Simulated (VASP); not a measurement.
**Cu: single point with PBEsol**

Crystal: Cu.

```
Cu
1.0
     1.44279   -1.44279   -1.37608
     1.44279    1.44279   -1.37608
     2.88559    0.00000    2.75216
Cu
2
Cartesian
  0.0000 -0.0750 0.0000
  2.8856 0.0750 0.0000
```

This cell differs from its parent crystal: atoms displaced along a vibrational mode.

```yaml
Program: VASP 6.6.1
Task: single point
Functional: PBEsol
Potentials_or_basis: VASP PAW PBE potentials, release 64 (Cu)
Cutoff: 520 eV
k_mesh: 20 × 20 × 12
Occupations: gaussian, width 0.15 eV
Spin: no spin polarisation
Dipole_correction: no
Further_INCAR_settings: ALGO = Fast; EDIFF = 1e-07; NBANDS = 18
```

* Pressure: 0.3 GPa
* Largest force: 0.543 eV/Å
* Band gap on the k mesh: zero (bands 11 and 12 overlap by 6.61 eV)

Forces on the atoms (eV/Å):
```
Cu   0.000  0.543  0.000
Cu   0.000 -0.543  0.000
```

Stress tensor (GPa, compression positive):
```
 0.70  0.00  1.25
 0.00 -0.32  0.00
 1.25  0.00  0.38
```

Levels at points of the mesh, in eV from the Fermi level:
| k point | band 9 | band 10 | band 11 | band 12 | band 13 | band 14 |
| --- | --- | --- | --- | --- | --- | --- |
| (0.00, 0.00, 0.00) | -2.03 | -1.95 | -1.39 | -0.55 | 4.70 | 17.42 |
| (0.50, 0.00, 0.00) | -2.05 | -1.93 | 0.06 | 0.51 | 8.26 | 9.26 |
| (0.50, 0.50, 0.00) | -1.52 | -1.36 | -0.56 | 4.69 | 7.71 | 7.84 |
| (0.00, 0.00, 0.50) | -2.20 | -2.20 | -2.07 | -2.07 | 14.15 | 14.15 |
| (0.50, 0.00, 0.50) | -1.42 | -1.42 | -0.82 | -0.48 | 4.13 | 4.66 |
| (0.50, 0.50, 0.50) | -1.44 | -1.44 | 3.47 | 3.47 | 5.69 | 5.69 |

Wall time 3.5 min on 1 thread of Intel(R) Xeon(R) 6975P-C (Granite Rapids) (shared host), peak memory 0.49 GiB.

Caveat: the cell differs from its parent crystal (atoms displaced along a vibrational mode); the PAW data sets were made with another functional, which shifts forces and pressure a little.
